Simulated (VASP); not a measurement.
Input of a VASP 6.6.1 run:

INCAR

```
SYSTEM = Pd
PREC     = Accurate       ! precision mode
ENCUT    = 520            ! plane-wave cutoff, eV
EDIFF    = 1E-6           ! SCF threshold, eV
ISMEAR   = -1             ! smearing method
SIGMA    = 0.1            ! smearing width, eV
LREAL    = .FALSE.        ! projectors in reciprocal space
LASPH    = .TRUE.         ! aspherical terms in the spheres
NELM     = 150            ! most SCF steps
ALGO     = Normal         ! electronic algorithm
ISIF     = 2              ! what is computed and relaxed
LWAVE    = .FALSE.        ! write WAVECAR
LCHARG   = .TRUE.         ! write CHGCAR
LNONCOLLINEAR= .TRUE.         ! non-collinear magnetism
MAGMOM   = 0 0 0          ! initial moments
LORBIT   = 11             ! projections on sites
LSORBIT  = .TRUE.         ! spin-orbit coupling
GGA_COMPAT= .FALSE.      
LORBMOM  = .TRUE.       
LMAXMIX  = 4              ! l up to which the mixer works
GGA      = PS             ! functional
LVHAR    = .TRUE.       
NBANDS   = 21             ! bands
```

Contents of KPOINTS:

```
Automatic mesh
0
G
  16 16 16
  0 0 0
```

The input POSCAR:

```
Pd
1.0
    0.0000000000      1.9393665449      1.9393665449
    1.9393665449      0.0000000000      1.9393665449
    1.9393665449      1.9393665449      0.0000000000
Pd
1
Direct
    0.0000000000      0.0000000000      0.0000000000
```

Potentials or basis: VASP PAW PBE potentials, release 64 (Pd).

Run with:

```console
$ cat potpaw_PBE.64/Pd/POTCAR > POTCAR
$ mpirun -np 1 vasp_ncl > vasp.out
```

Task: What does it give for the pressure?

Result: -0.2 GPa.

Task: What does it give for the net moment?

Result: 0.00 μB per cell.

Moments on the atoms (μB; x, y, z):
```
Pd  0.00 0.00 0.00
```

Caveat: the PAW data sets were made with another functional, which shifts forces and pressure a little.
